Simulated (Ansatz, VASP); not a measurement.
**Two plane-wave programs on TaF4**

```
Ta F
1.0
     3.55239    0.00000    0.00000
     0.00000    3.55239    0.00000
     0.00000    0.00000    6.22980
Ta F
1 4
Direct
  0.00000 0.00000 0.00000
  0.50000 0.00000 0.18232
  0.00000 0.50000 0.81768
  0.50000 0.00000 0.81768
  0.00000 0.50000 0.18232
```

Change from the starting cell: ordered vacancies on the cation sites of fluorite (P4/mmm, No. 123).

Alike in both runs: task relaxation of cell and atoms; functional PBE; k mesh 6 × 6 × 4; occupations gaussian, width 0.1 eV; collinear spin.

```csv
,VASP,Ansatz
version,VASP 6.6.1,Ansatz 0.2.0
potentials or method,"VASP PAW PBE potentials, release 64 (Ta_pv, F), cutoff 600 eV","scalar-relativistic, plane waves, PAW"
valence electrons in the cell,39,41
```

Ansatz gave:

```
gap on the k mesh at the Fermi level, each at its own relaxed structure (eV) : none
net moment per atom (μB)                                                     : 0.20
size of the moment on the site where the two differ most (μB)                : 0.50
relaxed volume (Å³/atom)                                                     : 15.74
relaxed cell length with the largest relative difference (Å)                 : 6.220
```

Q: What did VASP give for the same quantities?

A: gap on the k mesh at the Fermi level, each at its own relaxed structure (eV): none; net moment per atom (μB): 0.20; size of the moment on the site where the two differ most (μB): 0.84; relaxed volume (Å³/atom): 15.72; relaxed cell length with the largest relative difference (Å): 6.213.

Site moments also hang on the region over which each program counts them. A gap of «none» marks a metal or a gap that the smearing closes. VASP's potentials hold 39 valence electrons a cell and Ansatz's 41, so a difference there can come from the potentials and not from the codes.

Neither program's run includes spin-orbit coupling.
